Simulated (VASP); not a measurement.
# Zn (I4/mmm) in VASP: single point with PBEsol

Aim: the single point of Zn with PBEsol.

Program: VASP 6.6.1. These are calculated values, not measurements. Logs are shortened: lines on timing, memory, paths and dates and some standing lists are left out, and cuts for length are marked.

## (1) The cell of the first run

It takes space group I4/mmm (No. 139, tetragonal). The conventional cell has a = 4.145 Å, b = 4.145 Å, c = 8.731 Å, α = 90.00°, β = 90.00°, γ = 90.00°. Within 3.9 Å of Zn (site symmetry -4m2) lie 8 Zn at 2.93 to 3.01 Å. Zn (site symmetry 4/mmm) has 8 Zn at 3.01 Å within 4.0 Å.

## (2) Single point, PBEsol

File INCAR:

```
PREC = Accurate
ENCUT = 520
EDIFF = 1E-7
ISMEAR = 0
SIGMA = 0.1
LREAL = False
LASPH = True
NELM = 100
ALGO = Normal
ISIF = 2
LWAVE = False
LCHARG = False
GGA = PS
NBANDS = 25
```

File KPOINTS:

```
Automatic mesh
0
Gamma
  8 8 8
```

File POSCAR:

```
Zn
1.0
   -2.0723730000      2.0723730000      4.3653110000
    2.0723730000     -2.0723730000      4.3653110000
    2.0723730000      2.0723730000     -4.3653110000
Zn
3
Direct
    0.7500000000      0.2500000000      0.5000000000
    0.2500000000      0.7500000000      0.5000000000
    0.5000000000      0.5000000000      0.0000000000
```

Potentials or basis: VASP PAW PBE potentials, release 64 (Zn).

Command:

```console
> cat potpaw_PBE.64/Zn/POTCAR > POTCAR
> mpirun -np 1 vasp_std > vasp.out
```

OUTCAR:

```text
PREC = Accurate
   ENCUT = 520
   EDIFF = 1E-7
   ISMEAR = 0
   LREAL = False
   LASPH = True
   NELM = 100
   ISIF = 2
   GGA = PS

 ion  position               nearest neighbor table
   1  0.750  0.250  0.500-   2 2.93   2 2.93   2 2.93   2 2.93   3 3.01   3 3.01   3 3.01   3 3.01

   2  0.250  0.750  0.500-   1 2.93   1 2.93   1 2.93   1 2.93   3 3.01   3 3.01   3 3.01   3 3.01

   3  0.500  0.500  0.000-   2 3.01   1 3.01   1 3.01   2 3.01   1 3.01   2 3.01   2 3.01   1 3.01

  LATTYP: Found a body centered tetragonal cell.
 ALAT       =     4.1447460000
 C/A-ratio  =     2.1064311299

  Lattice vectors:

 A1 = (  -2.0723730000,   2.0723730000,   4.3653110000)
 A2 = (   2.0723730000,  -2.0723730000,   4.3653110000)
 A3 = (   2.0723730000,   2.0723730000,  -4.3653110000)

Analysis of symmetry for initial positions (statically):
=====================================================================
 Subroutine PRICEL returns:
 Original cell was already a primitive cell.

 Routine SETGRP: Setting up the symmetry group for a
 body centered tetragonal supercell.

 Subroutine GETGRP returns: Found 16 space group operations
 (whereof 16 operations were pure point group operations)
 out of a pool of 16 trial point group operations.

The static configuration has the point symmetry D_4h.

Analysis of symmetry for dynamics (positions and initial velocities):
=====================================================================
 Subroutine PRICEL returns:
 Original cell was already a primitive cell.

 Routine SETGRP: Setting up the symmetry group for a
 body centered tetragonal supercell.

 Subroutine GETGRP returns: Found 16 space group operations
 (whereof 16 operations were pure point group operations)
 out of a pool of 16 trial point group operations.

The dynamic configuration has the point symmetry D_4h.

 Subroutine INISYM returns: Found 16 space group operations
 (whereof 16 operations are pure point group operations),
 and found     1 'primitive' translations

----------------------------------------------------------------------------------------

                                     Primitive cell

  volume of cell :      74.9913

  direct lattice vectors                    reciprocal lattice vectors
    -2.072373000  2.072373000  4.365311000     0.000000000  0.241269308  0.114539376
     2.072373000 -2.072373000  4.365311000     0.241269308  0.000000000  0.114539376
     2.072373000  2.072373000 -4.365311000     0.241269308  0.241269308  0.000000000

  length of vectors
     5.257889294  5.257889294  5.257889294     0.267077045  0.267077045  0.341206328

  position of ions in fractional coordinates (direct lattice)
     0.750000000  0.250000000  0.500000000
     0.250000000  0.750000000  0.500000000
     0.500000000  0.500000000  0.000000000

  ion indices of the primitive-cell ions
   primitive index   ion index
                 1           1
                 2           2
                 3           3

----------------------------------------------------------------------------------------

 KPOINTS: Automatic mesh

Automatic generation of k-mesh.
 Grid dimensions read from file:
 generate k-points for:    8    8    8

 Generating k-lattice:

  Cartesian coordinates                     Fractional coordinates (reciprocal lattice)
     0.000000000  0.030158664  0.014317422     0.125000000  0.000000000 -0.000000000
     0.030158664  0.000000000  0.014317422     0.000000000  0.125000000 -0.000000000
     0.030158664  0.030158664  0.000000000     0.000000000  0.000000000  0.125000000

  Length of vectors
     0.033384631  0.033384631  0.042650791

  Shift w.r.t. Gamma in fractional coordinates (k-lattice)
     0.000000000  0.000000000  0.000000000

 Subroutine IBZKPT returns following result:
 ===========================================

 Found     59 irreducible k-points:

 Following reciprocal coordinates:
            Coordinates               Weight
  0.000000  0.000000  0.000000      1.000000
  0.125000 -0.000000  0.000000      8.000000
  0.250000 -0.000000  0.000000      8.000000
  0.375000 -0.000000  0.000000      8.000000
  0.500000 -0.000000  0.000000      4.000000
  0.125000  0.125000  0.000000      8.000000
[... 16 lines left out ...]
  0.250000  0.125000  0.125000     16.000000
  0.375000  0.125000  0.125000      8.000000
 [... further k-points ...]
   k-points           NKPTS =     59   k-points in BZ     NKDIM =     59   number of bands    NBANDS=     25
   number of dos      NEDOS =    301   number of ions     NIONS =      3
   total plane-waves  NPLWV =  64000
   dimension x,y,z NGX =    40 NGY =   40 NGZ =   40
   dimension x,y,z NGXF=    80 NGYF=   80 NGZF=   80
   ions per type =               3
   NGX,Y,Z   is equivalent  to a cutoff of  12.65, 12.65, 12.65 a.u.
   NGXF,Y,Z  is equivalent  to a cutoff of  25.29, 25.29, 25.29 a.u.
 SYSTEM =  unknown system
   PREC   = accura    normal or accurate (medium, high low for compatibility)
   ISTART =      0    job   : 0-new  1-cont  2-samecut
   ICHARG =      2    charge: 1-file 2-atom 10-const
   ISPIN  =      1    spin polarized calculation?
   LNONCOLLINEAR =      F non collinear calculations
   LSORBIT =      F    spin-orbit coupling
   LASPH  =      T    aspherical Exc in radial PAW
   ENCUT  =  520.0 eV  38.22 Ry    6.18 a.u.   9.78  9.78  9.78*2*pi/ulx,y,z
   NELM   =    100;   NELMIN=  2; NELMDL= -5     # of ELM steps
   EDIFF  = 0.1E-06   stopping-criterion for ELM
   LREAL  =      F    real-space projection
   EDIFFG = 0.1E-05   stopping-criterion for IOM
   NSW    =      0    number of steps for IOM
   IBRION =     -1    ionic relax: 0-MD 1-quasi-New 2-CG
   NFREE  =      0    steps in history (QN), initial steepest desc. (CG)
   ISIF   =      2    stress and relaxation
   ISYM   =      2    0-nonsym 1-usesym 2-fastsym
   POTIM  = 0.5000    time-step for ionic-motion
   TEBEG  =    0.0;   TEEND  =   0.0 temperature during run
   PSTRESS=    0.0 pullay stress
   NELECT =      36.0000    total number of electrons
   NUPDOWN=      -1.0000    fix difference up-down
   EMIN   =  10.00;   EMAX   =-10.00  energy-range for DOS
   EFERMI =   0.00;   METHOD = LEGACY
   ISMEAR =     0;   SIGMA  =   0.10  broadening in eV -4-tet -1-fermi 0-gaus
   EFERMI_NEDOS =   21; number of points for ismear=-14 and -15
   IALGO  =     38    algorithm
   IMIX   =      4    mixing-type and parameters
     AMIX     =   0.40;   BMIX     =  1.00
     AMIX_MAG =   1.60;   BMIX_MAG =  1.00
  volume/ion in A,a.u.               =      25.00       168.69
  Fermi-wavevector in a.u.,A,eV,Ry     =   1.281854  2.422353 22.356418  1.643150
  Thomas-Fermi vector in A             =   2.414200
   LORBIT       =      0    0 simple, 1 ext, 2 COOP (PROOUT), +10 PAW based schemes
   GGA     = PS    functional components
   LHFCALC =     F    Hartree Fock is set to
   AEXX    =    0.0000 exact exchange contribution
   IVDW    =     0    specifies the selected vdW correction
   LEPSILON=     F    determine dielectric tensor
   LRPA    =     F    only Hartree local field effects (RPA)
 non-spin polarized calculation
 Gauss-broadening in eV      SIGMA  =   0.10
  energy-cutoff  :      520.00
  volume of cell :       74.99
 maximum number of plane-waves:      2033
   NGX = 19   NGY = 19   NGZ = 19

 number of electron      36.0000023 magnetization

 Free energy of the ion-electron system (eV)
  ---------------------------------------------------
  ext. energy  EPLUGINS =         0.00000000
  ---------------------------------------------------
  free energy    TOTEN  =        -3.10218516 eV

  energy without entropy =       -3.09681668  energy(sigma->0) =       -3.09950092

 E-fermi :   0.0097     XC(G=0):  -9.1803

 val. band max:       -0.0209860992   @ k =  -0.3750   0.1250  -0.0000
 cond. band min:       0.0233135686   @ k =   0.2500  -0.0000   0.0000
 fundamental gap:      0.0442996678
 Fermi energy:         0.0096836926

 k-point     1 :       0.0000    0.0000    0.0000
  band No.  band energies     occupation
      1      -7.4168      2.00000
      2      -7.1106      2.00000
      3      -7.0263      2.00000
      4      -6.8748      2.00000
      5      -6.8322      2.00000
      6      -6.8322      2.00000
[... 17 lines left out ...]
     24       5.0554      0.00000
     25       6.1058      0.00000

 k-point     2 :       0.1250   -0.0000    0.0000
  band No.  band energies     occupation
      1      -7.3056      2.00000
      2      -7.0878      2.00000
      3      -7.0051      2.00000
      4      -6.8683      2.00000
      5      -6.8678      2.00000
      6      -6.8342      2.00000
[... 17 lines left out ...]
     24       6.1255      0.00000
     25       6.7892      0.00000

 k-point     3 :       0.2500   -0.0000    0.0000
  band No.  band energies     occupation
      1      -7.1015      2.00000
      2      -7.0222      2.00000
      3      -6.9423      2.00000
      4      -6.9038      2.00000
      5      -6.8785      2.00000
      6      -6.8063      2.00000
[... 17 lines left out ...]
     24       6.8902      0.00000
     25       7.9594      0.00000

 k-point     4 :       0.3750   -0.0000    0.0000
  band No.  band energies     occupation
      1      -7.0005      2.00000
      2      -6.9462      2.00000
      3      -6.9007      2.00000
      4      -6.8538      2.00000
      5      -6.8496      2.00000
      6      -6.7980      2.00000
[... 17 lines left out ...]
     24       6.6874      0.00000
     25       7.7694      0.00000
[... 477 lines left out ...]
 k-point    22 :       0.1250    0.1250    0.1250
  band No.  band energies     occupation
      1      -7.0916      2.00000
      2      -6.9790      2.00000
      3      -6.8753      2.00000
      4      -6.8747      2.00000
      5      -6.8507      2.00000
      6      -6.8269      2.00000
[... 17 lines left out ...]
     24       8.0581      0.00000
     25       9.4113      0.00000

 k-point    23 :       0.2500    0.1250    0.1250
  band No.  band energies     occupation
      1      -7.0350      2.00000
      2      -6.9890      2.00000
      3      -6.9135      2.00000
      4      -6.8738      2.00000
      5      -6.8371      2.00000
      6      -6.7995      2.00000
[... 17 lines left out ...]
     24       7.5808      0.00000
     25       8.9739      0.00000

 k-point    24 :       0.3750    0.1250    0.1250
  band No.  band energies     occupation
      1      -6.9848      2.00000
      2      -6.9787      2.00000
      3      -6.9398      2.00000
      4      -6.9175      2.00000
      5      -6.8441      2.00000
      6      -6.7751      2.00000
[... 17 lines left out ...]
     24       8.5719      0.00000
     25       8.8216      0.00000

 [... further k-points ...]
[... 5 lines left out ...]
  --------------------------------------------------------------------------------------
  -------------------------------------------------------------------------------------
  Total       -3.9901876     -3.9901876     -4.3650716      0.0000000      0.0000000      0.0000000
  in kB      -85.2497013    -85.2497013    -93.2590367      0.0000000      0.0000000      0.0000000
  external PRESSURE =     -87.9194797 kB  Pullay stress =       0.0000000 kB

 VOLUME and BASIS-vectors are now :
 -----------------------------------------------------------------------------
  energy-cutoff  :      520.00
  volume of cell :       74.99
      direct lattice vectors                 reciprocal lattice vectors
    -2.072373000  2.072373000  4.365311000     0.000000000  0.241269308  0.114539376
     2.072373000 -2.072373000  4.365311000     0.241269308  0.000000000  0.114539376
     2.072373000  2.072373000 -4.365311000     0.241269308  0.241269308  0.000000000

 POSITION                                       TOTAL-FORCE (eV/Angst)
 -----------------------------------------------------------------------------------
      0.00000      2.07237      2.18266        -0.000000      0.000000      0.000000
      2.07237      0.00000      2.18266         0.000000     -0.000000     -0.000000
      0.00000      0.00000      4.36531         0.000000     -0.000000      0.000000
 -----------------------------------------------------------------------------------
    total drift:                               -0.000000     -0.000000      0.000000

  FREE ENERGIE OF THE ION-ELECTRON SYSTEM (eV)
  ---------------------------------------------------
  free  energy   TOTEN  =        -3.1021851615 eV

  energy  without entropy=       -3.0968166795  energy(sigma->0) =       -3.09950092
```

It used 110 s of CPU time on 1 thread of Intel Xeon 6975P-C, on a shared host.

What came out:

* Free energy: -3.1022 eV
* Pressure: -8.8 GPa
* Band gap on the k mesh: zero (band 18 reaches 2.38 eV, above the bottom of band 19 at -1.25 eV)

Levels at points of the mesh, in eV from the Fermi level:
```csv
k point,band 15,band 16,band 17,band 18,band 19,band 20,band 21,band 22
"(0.00, 0.00, 0.00)",-6.47,-6.33,0.54,1.28,2.72,2.72,2.76,4.72
"(0.50, 0.00, 0.00)",-6.44,-4.73,-4.16,-0.23,0.41,3.72,5.00,5.23
"(0.50, 0.50, 0.00)",-6.42,-2.94,-2.69,-1.28,-1.06,0.15,1.66,5.10
"(0.50, 0.50, 0.50)",-6.33,-5.65,-4.41,1.30,1.30,1.94,4.54,8.21
```

Caveat: the PAW data sets were made with another functional, which shifts forces and pressure a little.
